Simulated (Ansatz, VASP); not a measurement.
# SrTiO3 in VASP and in Ansatz

Contents of POSCAR:

```
SrTiO3
1.0
    3.9068515064      0.0000000000      0.0000000000
    0.0000000000      3.9068515064      0.0000000000
    0.0000000000      0.0000000000      3.9068515064
Sr Ti O
1 1 3
Direct
    0.0000000000      0.0000000000      0.0000000000
    0.5000000000      0.5000000000      0.5000000000
    0.5000000000      0.5000000000      0.0000000000
    0.5000000000      0.0000000000      0.5000000000
    0.0000000000      0.5000000000      0.5000000000
```

INCAR.step1

```
ALGO = Normal
EDIFF = 1E-4
ENCUT = 520
GGA = PE
ISMEAR = 0
LASPH = True
LCHARG = False
LREAL = False
LWAVE = True
NBANDS = 28
NELM = 100
PREC = Accurate
SIGMA = 0.01
```

Contents of INCAR.step2:

```
ALGO = Normal
EDIFF = 1E-6
ENCUT = 520
ISIF = 2
ISMEAR = 0
ISTART = 1
LASPH = True
LCHARG = True
LELF = True
LMIXTAU = True
LREAL = False
LVHAR = True
LWAVE = False
METAGGA = R2SCAN
NBANDS = 28
NELM = 100
PREC = Accurate
SIGMA = 0.01
```

KPOINTS

```
k-points
0
Gamma
  6 6 6
```

Input for Ansatz:

```yaml
crystal:
  lattice:
    - [3.9068515064, 0.0, 0.0]
    - [0.0, 3.9068515064, 0.0]
    - [0.0, 0.0, 3.9068515064]
  atoms:
    - { symbol: Sr, position: [0.0, 0.0, 0.0] }
    - { symbol: Ti, position: [0.5, 0.5, 0.5] }
    - { symbol: O, position: [0.5, 0.5, 0.0] }
    - { symbol: O, position: [0.5, 0.0, 0.5] }
    - { symbol: O, position: [0.0, 0.5, 0.5] }
kpoints:
  mp_grid: { grid: [6, 6, 6] }
hamiltonian:
  xc: r2scan
scf:
  occupations: { method: fixed }
  n_extra_bands: 5
output:
  forces: true
  stress: true
  eigenvalues: true
```

Alike in both runs: task single point; functional r2SCAN; k mesh 6 × 6 × 6; no spin polarisation.

```csv
,VASP,Ansatz
version,VASP 6.6.1,Ansatz 0.2.0
potentials or method,"VASP PAW PBE potentials, release 64 (Sr_sv, Ti_sv, O)","plane waves, PAW"
plane-wave cutoff (eV),520,500
occupations,"gaussian, width 0.01 eV",fixed
valence electrons in the cell,40,40
```

```csv
,VASP,Ansatz,Ansatz less VASP
gap on the k mesh at the Fermi level (eV),2.27,2.26,-0.012
pressure (GPa),0.9,0.0,-0.92
```

VASP's potentials were made for PBE, not for r2SCAN.
